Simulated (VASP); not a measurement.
# ScAl5 in VASP: single point with PBE

Aim: the single point of ScAl5 with PBE.

All numbers are computed with VASP 6.6.1; they aren't measurements. Logs are shortened: lines on timing, memory, paths and dates and some standing lists are left out, and cuts for length are marked.

### Step 1. The cell of the first run

The typed cell holds 12 atoms: a = 4.110 Å, b = 6.488 Å, c = 8.170 Å, α = 108.76°, β = 89.98°, γ = 90.01°.

### Step 2. Single point, PBE

The input, INCAR:

```
PREC = Accurate
ENCUT = 520
EDIFF = 1E-7
ISMEAR = 0
SIGMA = 0.2
LREAL = False
LASPH = True
NELM = 100
ALGO = Fast
ISIF = 2
LWAVE = False
LCHARG = False
GGA = PE
NBANDS = 38
```

The input, KPOINTS:

```
Automatic mesh
0
Gamma
  6 4 4
```

The input, POSCAR:

```
ScAl5
1.0
    0.0006162801      0.0003307494      4.1099174236
   -2.0648958134     -6.1508777180     -0.0005646552
    8.1704343923      0.0289273006      0.0015108280
Sc Al
2 10
Direct
    0.5000031456      0.0000019408      0.2500082923
    0.4999931831     -0.0000075919      0.7499908557
    0.0000138960     -0.0000135404     -0.0000004589
   -0.0000054369      0.0000163024      0.5000072346
   -0.0000603914      0.6602860315      0.1644508592
   -0.0000459377      0.6602855719      0.6644553513
    0.0000294849      0.3397284703      0.3355369800
    0.0000717206      0.3397103360      0.8355620968
    0.4999088391      0.6598038728      0.4143652824
    0.4999636731      0.6598257644      0.9143926892
    0.5000667082      0.3401754445      0.0856155888
    0.5000611156      0.3401873975      0.5856152285
```

Potentials or basis: VASP PAW PBE potentials, release 64 (Sc_sv, Al).

Launch:

```
> cat potpaw_PBE.64/Sc_sv/POTCAR potpaw_PBE.64/Al/POTCAR > POTCAR
> mpirun -np 1 vasp_std > vasp.out
```

OUTCAR:

```text
PREC = Accurate
   ENCUT = 520
   EDIFF = 1E-7
   ISMEAR = 0
   LREAL = False
   LASPH = True
   NELM = 100
   ISIF = 2
   GGA = PE

 ion  position               nearest neighbor table
   1  0.500  0.000  0.250-   4 2.90   3 2.90   4 2.90   3 2.90  12 2.92  10 2.92   7 2.93   5 2.93
                             5 2.93   7 2.93   9 2.93  11 2.93
   2  0.500  1.000  0.750-   4 2.90   3 2.90   4 2.90   3 2.90  11 2.92   9 2.92   6 2.93   8 2.93
                             6 2.93   8 2.93  10 2.93  12 2.93
   3  0.000  1.000  1.000-   2 2.90   1 2.90   1 2.90   2 2.90   6 2.91   7 2.91   5 2.93   8 2.93
                            10 2.93  10 2.93  11 2.93  11 2.93
   4  1.000  0.000  0.500-   2 2.90   1 2.90   2 2.90   1 2.90   8 2.91   5 2.91   6 2.93   7 2.93
                            12 2.93  12 2.93   9 2.93   9 2.93
   5  1.000  0.660  0.164-   8 2.82  11 2.84  11 2.85   7 2.85  10 2.90   9 2.90  10 2.90   9 2.90
                             4 2.91   3 2.93   1 2.93   1 2.93
   6  1.000  0.660  0.664-   7 2.82  12 2.84  12 2.84   8 2.86   9 2.90  10 2.90   9 2.90  10 2.90
                             3 2.91   4 2.93   2 2.93   2 2.93
   7  0.000  0.340  0.336-   6 2.82   9 2.84   9 2.84   5 2.85  12 2.90  11 2.90  12 2.90  11 2.90
                             3 2.91   4 2.93   1 2.93   1 2.93
   8  0.000  0.340  0.836-   5 2.82  10 2.84  10 2.84   6 2.86  11 2.90  12 2.90  11 2.90  12 2.90
                             4 2.91   3 2.93   2 2.93   2 2.93
   9  0.500  0.660  0.414-  11 2.82   7 2.84   7 2.84  12 2.85   6 2.90   5 2.90   6 2.90   5 2.90
                             2 2.92   1 2.93   4 2.93   4 2.93
  10  0.500  0.660  0.914-  12 2.82   8 2.84   8 2.84  11 2.85   5 2.90   6 2.90   5 2.90   6 2.90
                             1 2.92   2 2.93   3 2.93   3 2.93
  11  0.500  0.340  0.086-   9 2.82   5 2.84   5 2.85  10 2.85   8 2.90   7 2.90   8 2.90   7 2.90
                             2 2.92   1 2.93   3 2.93   3 2.93
  12  0.500  0.340  0.586-  10 2.82   6 2.84   6 2.84   9 2.85   7 2.90   8 2.90   7 2.90   8 2.90
                             1 2.92   2 2.93   4 2.93   4 2.93

  LATTYP: Found a triclinic cell.
 ALAT       =     8.1704857402
 B/A-ratio  =     1.0582171613
 C/A-ratio  =     0.5030199689
 COS(alpha) =     0.0001583394
 COS(beta)  =     0.0003351464
 COS(gamma) =     0.7036457954

  Lattice vectors:

 A1 = (  -8.1704343923,  -0.0289273006,  -0.0015108280)
 A2 = (  -6.1055385789,   6.1219504174,  -0.0009461728)
 A3 = (  -0.0006162801,  -0.0003307494,  -4.1099174236)

Analysis of symmetry for initial positions (statically):
=====================================================================
 Subroutine PRICEL returns:
 Original cell was already a primitive cell.

 Routine SETGRP: Setting up the symmetry group for a
 triclinic supercell.

 Subroutine GETGRP returns: Found  1 space group operations
 (whereof  1 operations were pure point group operations)
 out of a pool of  2 trial point group operations.

The static configuration has the point symmetry C_1 .

Analysis of symmetry for dynamics (positions and initial velocities):
=====================================================================
 Subroutine PRICEL returns:
 Original cell was already a primitive cell.

 Routine SETGRP: Setting up the symmetry group for a
 triclinic supercell.

 Subroutine GETGRP returns: Found  1 space group operations
 (whereof  1 operations were pure point group operations)
 out of a pool of  2 trial point group operations.

The dynamic configuration has the point symmetry C_1 .

 Subroutine INISYM returns: Found  1 space group operations
 (whereof  1 operations are pure point group operations),
 and found     1 'primitive' translations

----------------------------------------------------------------------------------------

                                     Primitive cell

  volume of cell :     206.2998

  direct lattice vectors                    reciprocal lattice vectors
     0.000616280  0.000330749  4.109917424    -0.000044967 -0.000007241  0.243313898
    -2.064895813 -6.150877718 -0.000564655     0.000576289 -0.162771889  0.000013013
     8.170434392  0.028927301  0.001510828     0.122538161 -0.041136979 -0.000015064

  length of vectors
     4.109917483  6.488227165  8.170485740     0.243313903  0.162772910  0.129258857

  position of ions in fractional coordinates (direct lattice)
     0.500003146  0.000001941  0.250008292
     0.499993183  0.999992408  0.749990856
[... 39 lines left out ...]
     0.030634540 -0.010284245 -0.000003766     0.000000000  0.000000000  0.250000000

  Length of vectors
     0.040552317  0.040693227  0.032314714

  Shift w.r.t. Gamma in fractional coordinates (k-lattice)
     0.000000000  0.000000000  0.000000000

 Subroutine IBZKPT returns following result:
 ===========================================

 Found     52 irreducible k-points:

 Following reciprocal coordinates:
            Coordinates               Weight
  0.000000  0.000000  0.000000      1.000000
  0.166667  0.000000  0.000000      2.000000
  0.333333  0.000000  0.000000      2.000000
  0.500000  0.000000 -0.000000      1.000000
 -0.000000  0.250000  0.000000      2.000000
  0.166667  0.250000 -0.000000      2.000000
[... 16 lines left out ...]
  0.333333  0.250000  0.250000      2.000000
  0.500000  0.250000  0.250000      2.000000
 [... further k-points ...]
   k-points           NKPTS =     52   k-points in BZ     NKDIM =     52   number of bands    NBANDS=     38
   number of dos      NEDOS =    301   number of ions     NIONS =     12
   total plane-waves  NPLWV =  98304
   dimension x,y,z NGX =    32 NGY =   48 NGZ =   64
   dimension x,y,z NGXF=    64 NGYF=   96 NGZF=  128
   ions per type =               2  10
   NGX,Y,Z   is equivalent  to a cutoff of  12.94, 12.30, 13.02 a.u.
   NGXF,Y,Z  is equivalent  to a cutoff of  25.89, 24.60, 26.04 a.u.
 SYSTEM =  unknown system
   PREC   = accura    normal or accurate (medium, high low for compatibility)
   ISTART =      0    job   : 0-new  1-cont  2-samecut
   ICHARG =      2    charge: 1-file 2-atom 10-const
   ISPIN  =      1    spin polarized calculation?
   LNONCOLLINEAR =      F non collinear calculations
   LSORBIT =      F    spin-orbit coupling
   LASPH  =      T    aspherical Exc in radial PAW
   ENCUT  =  520.0 eV  38.22 Ry    6.18 a.u.   7.64 12.06 15.19*2*pi/ulx,y,z
   NELM   =    100;   NELMIN=  2; NELMDL= -5     # of ELM steps
   EDIFF  = 0.1E-06   stopping-criterion for ELM
   LREAL  =      F    real-space projection
   EDIFFG = 0.1E-05   stopping-criterion for IOM
   NSW    =      0    number of steps for IOM
   IBRION =     -1    ionic relax: 0-MD 1-quasi-New 2-CG
   NFREE  =      0    steps in history (QN), initial steepest desc. (CG)
   ISIF   =      2    stress and relaxation
   ISYM   =      2    0-nonsym 1-usesym 2-fastsym
   POTIM  = 0.5000    time-step for ionic-motion
   TEBEG  =    0.0;   TEEND  =   0.0 temperature during run
   PSTRESS=    0.0 pullay stress
   NELECT =      52.0000    total number of electrons
   NUPDOWN=      -1.0000    fix difference up-down
   EMIN   =  10.00;   EMAX   =-10.00  energy-range for DOS
   EFERMI =   0.00;   METHOD = LEGACY
   ISMEAR =     0;   SIGMA  =   0.20  broadening in eV -4-tet -1-fermi 0-gaus
   EFERMI_NEDOS =   21; number of points for ismear=-14 and -15
   IALGO  =     68    algorithm
   IMIX   =      4    mixing-type and parameters
     AMIX     =   0.40;   BMIX     =  1.00
     AMIX_MAG =   1.60;   BMIX_MAG =  1.00
  volume/ion in A,a.u.               =      17.19       116.01
  Fermi-wavevector in a.u.,A,eV,Ry     =   1.034133  1.954228 14.550489  1.069431
  Thomas-Fermi vector in A             =   2.168413
   LORBIT       =      0    0 simple, 1 ext, 2 COOP (PROOUT), +10 PAW based schemes
   GGA     = PE    functional components
   LHFCALC =     F    Hartree Fock is set to
   AEXX    =    0.0000 exact exchange contribution
   IVDW    =     0    specifies the selected vdW correction
   LEPSILON=     F    determine dielectric tensor
   LRPA    =     F    only Hartree local field effects (RPA)
 non-spin polarized calculation
 RMM-DIIS sequential band-by-band and
 Gauss-broadening in eV      SIGMA  =   0.20
  energy-cutoff  :      520.00
  volume of cell :      206.30
 maximum number of plane-waves:      5576
 NGX is ok and might be reduce to    32
   NGX = 15   NGY = 25   NGZ = 31

 number of electron      51.9999997 magnetization

 Free energy of the ion-electron system (eV)
  ---------------------------------------------------
  ext. energy  EPLUGINS =         0.00000000
  ---------------------------------------------------
  free energy    TOTEN  =       -52.95683194 eV

  energy without entropy =      -52.87173503  energy(sigma->0) =      -52.91428348

 E-fermi :   7.4295     XC(G=0): -10.2779

 val. band max:        7.4291550056   @ k =  -0.0000   0.5000   0.0000
 cond. band min:       7.4307824643   @ k =   0.0000   0.0000   0.0000
 fundamental gap:      0.0016274587
 Fermi energy:         7.4295418947

 k-point     1 :       0.0000    0.0000    0.0000
  band No.  band energies     occupation
      1     -41.7584      2.00000
      2     -41.7572      2.00000
      3     -20.4735      2.00000
      4     -20.4696      2.00000
      5     -20.4663      2.00000
      6     -20.4501      2.00000
[... 973 lines left out ...]
     37      10.0705      0.00000
     38      10.3025      0.00000

 [... further k-points ...]

------------------------ aborting loop because EDIFF is reached ----------------------------------------

  FORCE on cell =-STRESS in cart. coord.  units (eV):
  Direction    XX          YY          ZZ          XY          YZ          ZX
  --------------------------------------------------------------------------------------
  -------------------------------------------------------------------------------------
  Total        0.2185576      0.1070496     -0.0536838     -0.0432713     -0.0037913     -0.0213249
  in kB        1.6973747      0.8313750     -0.4169221     -0.3360563     -0.0294444     -0.1656149
  external PRESSURE =       0.7039425 kB  Pullay stress =       0.0000000 kB

 VOLUME and BASIS-vectors are now :
 -----------------------------------------------------------------------------
  energy-cutoff  :      520.00
  volume of cell :      206.30
      direct lattice vectors                 reciprocal lattice vectors
     0.000616280  0.000330749  4.109917424    -0.000044967 -0.000007241  0.243313898
    -2.064895813 -6.150877718 -0.000564655     0.000576289 -0.162771889  0.000013013
     8.170434392  0.028927301  0.001510828     0.122538161 -0.041136979 -0.000015064

 POSITION                                       TOTAL-FORCE (eV/Angst)
 -----------------------------------------------------------------------------------
      2.04298      0.00739      2.05535        -0.000338     -0.000336     -0.000377
      4.06318     -6.12897      2.05550         0.000488     -0.000342      0.000669
      6.10556     -6.12187      0.00100        -0.000098     -0.000200     -0.000289
      4.08586      0.01469      4.11065        -0.000198      0.000273     -0.000008
     -0.01917     -4.05625      4.10954         0.002292      0.013645      0.000975
      4.06608     -4.04178      4.11036         0.002119      0.014010      0.000567
      2.03998     -2.07992      0.00044        -0.001819     -0.013169     -0.000419
      6.12544     -2.06535      0.00137        -0.002714     -0.013858     -0.001077
      2.02343     -4.04622      2.05484         0.005611      0.021039      0.000604
      6.10882     -4.03189      2.05582         0.004741      0.021843      0.000058
     -0.00260     -2.08974      2.05517        -0.005352     -0.021234     -0.000395
      4.08259     -2.07535      2.05590        -0.004731     -0.021671     -0.000308
 -----------------------------------------------------------------------------------
    total drift:                                0.000111     -0.000374      0.000058

  FREE ENERGIE OF THE ION-ELECTRON SYSTEM (eV)
  ---------------------------------------------------
  free  energy   TOTEN  =       -52.9568319377 eV

  energy  without entropy=      -52.8717350309  energy(sigma->0) =      -52.91428348
```

Wall time 7.8 min (1 thread of Intel Xeon Platinum 8559C (Emerald Rapids), shared host); peak memory 0.5 GiB.

What came out:

| Item | Value |
| --- | --- |
| Free energy | -52.9568 eV |
| Pressure | 0.1 GPa |
| Largest force | 0.022 eV/Å |
| Band gap on the k mesh | zero (bands 26 and 27 overlap by 0.84 eV) |

Forces in eV/Å, atoms in the order of the input:
```
Sc   0.000  0.000  0.000
Sc   0.000  0.000  0.001
Al   0.000  0.000  0.000
Al   0.000  0.000  0.000
Al   0.002  0.014  0.001
Al   0.002  0.014  0.001
Al  -0.002 -0.013  0.000
Al  -0.003 -0.014 -0.001
Al   0.006  0.021  0.001
Al   0.005  0.022  0.000
Al  -0.005 -0.021  0.000
Al  -0.005 -0.022  0.000
```

Levels at points of the mesh, in eV from the Fermi level:
| k point | band 24 | band 25 | band 26 | band 27 | band 28 | band 29 |
| --- | --- | --- | --- | --- | --- | --- |
| (0.00, 0.00, 0.00) | -0.55 | -0.51 | -0.25 | -0.19 | 0.00 | 0.95 |
| (0.50, 0.00, 0.00) | -1.08 | -0.79 | -0.33 | -0.07 | 0.37 | 0.81 |
| (0.00, 0.50, 0.00) | -0.67 | -0.46 | -0.22 | -0.19 | -0.01 | 0.00 |
| (0.50, 0.50, 0.00) | -1.18 | -0.42 | -0.19 | 0.22 | 0.41 | 0.41 |
| (0.00, 0.00, 0.50) | -0.36 | 0.22 | 0.22 | 0.51 | 0.51 | 1.15 |
| (0.50, 0.00, 0.50) | -2.80 | -2.45 | -2.45 | -0.02 | -0.02 | 1.51 |
| (0.00, 0.50, 0.50) | -0.86 | -0.71 | -0.71 | -0.28 | -0.28 | 0.78 |
| (0.50, 0.50, 0.50) | -1.57 | -1.31 | -1.31 | 0.25 | 0.26 | 0.37 |
